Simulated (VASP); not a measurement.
Input of a VASP 6.6.1 run:

File INCAR:

```
SYSTEM = TaN
  PREC = Accurate
  ENCUT = 520
  EDIFF = 1E-6
  ISMEAR = 0
  SIGMA = 0.15
  LREAL = .FALSE.
  LASPH = .TRUE.
  NELM = 100
  ALGO = Normal
  ISIF = 2
  LWAVE = .FALSE.
  LCHARG = .TRUE.
  GGA = PS
  LELF = .TRUE.
  LVHAR = .TRUE.
  NBANDS = 15
```

KPOINTS

```
Automatic mesh
0
G
  20 20 20
  0 0 0
```

Contents of POSCAR:

```
TaN
1.0
    0.2810613805      2.3932461041      2.3932461041
    2.3932461041      0.2810613805      2.3932461041
    2.3932461041      2.3932461041      0.2810613805
Ta N
1 1
Direct
    0.5000000000      0.5000000000      0.5000000000
    0.0000000000      0.0000000000      0.0000000000
```

Potentials or basis: VASP PAW PBE potentials, release 64 (Ta_pv, N).

The run is started by

```sh
$ cat potpaw_PBE.64/Ta_pv/POTCAR potpaw_PBE.64/N/POTCAR > POTCAR
$ mpirun -np 1 vasp_std > vasp.out
```

**Question.** Estimate the pressure.

**Answer.** -20.7 GPa.

**Question.** What does it give for the band gap on the k mesh?

**Answer.** Zero (bands 8 and 9 overlap by 1.98 eV).

Stress tensor (GPa, compression positive):
```
-20.74  -5.56  -5.56
 -5.56 -20.74  -5.56
 -5.56  -5.56 -20.74
```

Caveat: the cell stands under tension; the PAW data sets were made with another functional, which shifts forces and pressure a little; spin-orbit coupling is left out, which moves the levels of the heavy elements.
